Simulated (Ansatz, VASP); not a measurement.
**MgO2 in VASP and in Ansatz**

```
Mg O
1.0
     4.93577    0.00000    0.00000
     0.00000    4.93577    0.00000
     0.00000    0.00000    4.93577
Mg O
4 8
Cartesian
  0.0000 2.4679 2.4679
  2.4679 2.4679 0.0000
  2.4679 0.0000 2.4679
  0.0000 0.0000 0.0000
  2.0371 0.4308 4.5050
  0.4308 4.5050 2.0371
  4.5050 2.0371 0.4308
  2.8987 2.8987 2.8987
  2.0371 2.0371 2.0371
  0.4308 2.8987 4.5050
  4.5050 0.4308 2.8987
  2.8987 4.5050 0.4308
```

Alike in both runs: functional PBEsol; k mesh 6 × 6 × 6; occupations gaussian, width 0.02 eV; no spin polarisation.

Ansatz relaxed the structure, and its values are those at the end. VASP's run is a single point on that final structure, the one shown.

|  | VASP | Ansatz |
| --- | --- | --- |
| version | VASP 6.6.1 | Ansatz 0.2.0 |
| potentials or method | VASP PAW PBE potentials, release 64 (Mg, O), cutoff 520 eV | scalar-relativistic, plane waves, PAW |
| valence electrons in the cell | 56 | 88 |

VASP gave:

| Quantity | Value |
| --- | --- |
| gap on the k mesh at the Fermi level (eV) | 3.76 |
| least direct gap on the mesh (eV) | 3.86 |
| pressure (GPa) | -7.1 |
| rms of the force components (eV/Å) | 0.089 |

Q: What did Ansatz give for the same quantities?

A: gap on the k mesh at the Fermi level (eV): 3.78; least direct gap on the mesh (eV): 3.88; pressure (GPa): -7.0; rms of the force components (eV/Å): 0.001.

VASP's potentials were made for PBE, not for PBEsol. VASP's potentials hold 56 valence electrons a cell and Ansatz's 88, so a difference there can come from the potentials and not from the codes. Ansatz's warnings: stress scf threshold loose.
